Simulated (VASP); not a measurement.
# Ru (P6/mmm) in VASP: single point with PBE

Aim: the single point of Ru with PBE.

Program: VASP 6.6.1. These are calculated values, not measurements. Logs are shortened: lines on timing, memory, paths and dates and some standing lists are left out, and cuts for length are marked.

## 1. The cell of the first run

The structure is hexagonal, space group P6/mmm (No. 191). Conventional cell: a = 2.572 Å, b = 2.572 Å, c = 2.404 Å, α = 90.00°, β = 90.00°, γ = 120.00°. Within 3.2 Å of Ru (site symmetry 6/mmm) lie 8 Ru at 2.40 to 2.57 Å.

This isn't the form of Ru at room conditions, which is hcp.

## 2. Single point, PBE

The input, INCAR:

```
SYSTEM = Ru
ALGO = Normal
EDIFF = 1E-6
ENCUT = 560
GGA = PE
GGA_COMPAT = .False.
ISIF = 2
ISMEAR = 0
LASPH = .True.
LCHARG = .False.
LREAL = .False.
LWAVE = .False.
NBANDS = 14
NELM = 120
PREC = Accurate
SIGMA = 0.1
```

The input, KPOINTS:

```
k-points
0
Gamma
  9 9 8
  0 0 0
```

The input, POSCAR:

```
Ru
1.0
    2.5723315739      0.0000000000      0.0000000000
   -1.2861657869      2.2277044899      0.0000000000
    0.0000000000      0.0000000000      2.4035223143
Ru
1
Direct
    0.0000000000      0.0000000000      0.0000000000
```

Potentials or basis: VASP PAW PBE potentials, release 64 (Ru_sv).

The run is started by

```sh
$ cat potpaw_PBE.64/Ru_sv/POTCAR > POTCAR
$ mpirun -np 1 vasp_std > vasp.out
```

OUTCAR:

```text
SYSTEM = Ru
   EDIFF = 1E-6
   ENCUT = 560
   GGA = PE
   ISIF = 2
   ISMEAR = 0
   LASPH = .True.
   LREAL = .False.
   NELM = 120
   PREC = Accurate

 ion  position               nearest neighbor table
   1  0.000  0.000  0.000-

  LATTYP: Found a hexagonal cell.
 ALAT       =     2.5723315739
 C/A-ratio  =     0.9343750000

  Lattice vectors:

 A1 = (   2.5723315739,   0.0000000000,   0.0000000000)
 A2 = (  -1.2861657869,   2.2277044899,   0.0000000000)
 A3 = (   0.0000000000,   0.0000000000,   2.4035223143)

Analysis of symmetry for initial positions (statically):
=====================================================================
 Subroutine PRICEL returns:
 Original cell was already a primitive cell.

 Routine SETGRP: Setting up the symmetry group for a
 hexagonal supercell.

 Subroutine GETGRP returns: Found 24 space group operations
 (whereof 24 operations were pure point group operations)
 out of a pool of 24 trial point group operations.

The static configuration has the point symmetry D_6h.

Analysis of symmetry for dynamics (positions and initial velocities):
=====================================================================
 Subroutine PRICEL returns:
 Original cell was already a primitive cell.

 Routine SETGRP: Setting up the symmetry group for a
 hexagonal supercell.

 Subroutine GETGRP returns: Found 24 space group operations
 (whereof 24 operations were pure point group operations)
 out of a pool of 24 trial point group operations.

The dynamic configuration has the point symmetry D_6h.

 Subroutine INISYM returns: Found 24 space group operations
 (whereof 24 operations are pure point group operations),
 and found     1 'primitive' translations

----------------------------------------------------------------------------------------

                                     Primitive cell

  volume of cell :      13.7731

  direct lattice vectors                    reciprocal lattice vectors
     2.572331574  0.000000000  0.000000000     0.388752372  0.224446286  0.000000000
    -1.286165787  2.227704490  0.000000000     0.000000000  0.448892573  0.000000000
     0.000000000  0.000000000  2.403522314     0.000000000  0.000000000  0.416056050

  length of vectors
     2.572331574  2.572331574  2.403522314     0.448892573  0.448892573  0.416056050
[... 84 lines left out ...]
   NFREE  =      0    steps in history (QN), initial steepest desc. (CG)
   ISIF   =      2    stress and relaxation
   ISYM   =      2    0-nonsym 1-usesym 2-fastsym
   POTIM  = 0.5000    time-step for ionic-motion
   TEBEG  =    0.0;   TEEND  =   0.0 temperature during run
   PSTRESS=    0.0 pullay stress
   NELECT =      16.0000    total number of electrons
   NUPDOWN=      -1.0000    fix difference up-down
   EMIN   =  10.00;   EMAX   =-10.00  energy-range for DOS
   EFERMI =   0.00;   METHOD = LEGACY
   ISMEAR =     0;   SIGMA  =   0.10  broadening in eV -4-tet -1-fermi 0-gaus
   EFERMI_NEDOS =   21; number of points for ismear=-14 and -15
   IALGO  =     38    algorithm
   IMIX   =      4    mixing-type and parameters
     AMIX     =   0.40;   BMIX     =  1.00
     AMIX_MAG =   1.60;   BMIX_MAG =  1.00
  volume/ion in A,a.u.               =      13.77        92.95
  Fermi-wavevector in a.u.,A,eV,Ry     =   1.720959  3.252141 40.296387  2.961701
  Thomas-Fermi vector in A             =   2.797301
   LORBIT       =      0    0 simple, 1 ext, 2 COOP (PROOUT), +10 PAW based schemes
   GGA     = PE    functional components
   LHFCALC =     F    Hartree Fock is set to
   AEXX    =    0.0000 exact exchange contribution
   IVDW    =     0    specifies the selected vdW correction
   LEPSILON=     F    determine dielectric tensor
   LRPA    =     F    only Hartree local field effects (RPA)
 non-spin polarized calculation
 Gauss-broadening in eV      SIGMA  =   0.10
  energy-cutoff  :      560.00
  volume of cell :       13.77
 maximum number of plane-waves:       435
 NGX is ok and might be reduce to    20
   NGX =  9   NGY =  9   NGZ =  9

 number of electron      16.0000004 magnetization

 Free energy of the ion-electron system (eV)
  ---------------------------------------------------
  ext. energy  EPLUGINS =         0.00000000
  ---------------------------------------------------
  free energy    TOTEN  =        -8.36976330 eV

  energy without entropy =       -8.36472624  energy(sigma->0) =       -8.36724477

 E-fermi :  14.9813     XC(G=0): -14.0445

 val. band max:       14.9316430163   @ k =   0.3333   0.1111   0.1250
 cond. band min:      15.0317427619   @ k =   0.1111   0.1111   0.2500
 fundamental gap:      0.1000997456
 Fermi energy:        14.9812867565

 k-point     1 :       0.0000    0.0000    0.0000
  band No.  band energies     occupation
      1     -58.0839      2.00000
      2     -27.3638      2.00000
      3     -27.3638      2.00000
      4     -27.3079      2.00000
      5       7.1160      2.00000
      6       8.9400      2.00000
      7      12.3974      2.00000
      8      12.3974      2.00000
      9      17.1157      0.00000
     10      17.1157      0.00000
     11      30.0427      0.00000
     12      32.6130      0.00000
     13      38.0186      0.00000
     14      38.0186      0.00000
[... 377 lines left out ...]
      1     -57.8296      2.00000
      2     -28.1984      2.00000
      3     -28.1984      2.00000
      4     -27.3784      2.00000
      5      11.3689      2.00000
      6      11.5144      2.00000
      7      11.5144      2.00000
      8      14.3444      2.00000
      9      14.3444      2.00000
     10      23.9407      0.00000
     11      24.1158      0.00000
     12      24.1158      0.00000
     13      37.5466      0.00000
     14      37.5466      0.00000

 [... further k-points ...]

------------------------ aborting loop because EDIFF is reached ----------------------------------------

  FORCE on cell =-STRESS in cart. coord.  units (eV):
  Direction    XX          YY          ZZ          XY          YZ          ZX
  --------------------------------------------------------------------------------------
  -------------------------------------------------------------------------------------
  Total        2.2767194      2.2767194      2.0812506      0.0000000      0.0000000      0.0000000
  in kB      264.8423267    264.8423267    242.1041714      0.0000000      0.0000000      0.0000000
  external PRESSURE =     257.2629416 kB  Pullay stress =       0.0000000 kB

 VOLUME and BASIS-vectors are now :
 -----------------------------------------------------------------------------
  energy-cutoff  :      560.00
  volume of cell :       13.77
      direct lattice vectors                 reciprocal lattice vectors
     2.572331574  0.000000000  0.000000000     0.388752372  0.224446286  0.000000000
    -1.286165787  2.227704490  0.000000000     0.000000000  0.448892573  0.000000000
     0.000000000  0.000000000  2.403522314     0.000000000  0.000000000  0.416056050

 POSITION                                       TOTAL-FORCE (eV/Angst)
 -----------------------------------------------------------------------------------
      0.00000      0.00000      0.00000         0.000000      0.000000      0.000000
 -----------------------------------------------------------------------------------
    total drift:                               -0.000000     -0.000000     -0.000000

  FREE ENERGIE OF THE ION-ELECTRON SYSTEM (eV)
  ---------------------------------------------------
  free  energy   TOTEN  =        -8.3697633003 eV

  energy  without entropy=       -8.3647262370  energy(sigma->0) =       -8.36724477
```

OSZICAR:

```text
N       E                     dE             d eps       ncg     rms          rms(c)
DAV:   1     0.142478062913E+03    0.14248E+03   -0.97941E+03  1680   0.134E+03
DAV:   2    -0.616458947523E+01   -0.14864E+03   -0.13998E+03  1884   0.393E+02
DAV:   3    -0.874837880127E+01   -0.25838E+01   -0.25726E+01  1974   0.562E+01
DAV:   4    -0.876372601536E+01   -0.15347E-01   -0.15347E-01  1962   0.463E+00
DAV:   5    -0.876389375669E+01   -0.16774E-03   -0.16774E-03  1974   0.467E-01    0.188E+01
DAV:   6    -0.838703115146E+01    0.37686E+00   -0.62751E-01  1800   0.108E+01    0.536E+00
DAV:   7    -0.837098413536E+01    0.16047E-01   -0.32126E-02  2004   0.219E+00    0.151E+00
DAV:   8    -0.836984439957E+01    0.11397E-02   -0.29992E-03  1746   0.767E-01    0.166E-01
DAV:   9    -0.836976120289E+01    0.83197E-04   -0.42185E-05  2022   0.830E-02    0.309E-02
DAV:  10    -0.836976330796E+01   -0.21051E-05   -0.50529E-06  1908   0.279E-02    0.623E-03
DAV:  11    -0.836976330025E+01    0.77071E-08   -0.15230E-07  1050   0.500E-03
   1 F= -.83697633E+01 E0= -.83672448E+01  d E =-.503706E-02
```

Run time: 6 s. Hardware: 1 thread of AMD EPYC 9R45 (Zen 5), shared host; peak memory 0.09 GiB.

Results:

```yaml
Free_energy: -8.3698 eV
Pressure: 25.7 GPa
Band_gap_on_the_k_mesh: zero (bands 8 and 9 overlap by 3.72 eV)
```

Stress tensor (GPa, compression positive):
```
26.48  0.00  0.00
 0.00 26.48  0.00
 0.00  0.00 24.21
```

Caveat: the cell stands under pressure.

The gap in the log of VASP goes by the Fermi energy; the results here count the filled bands.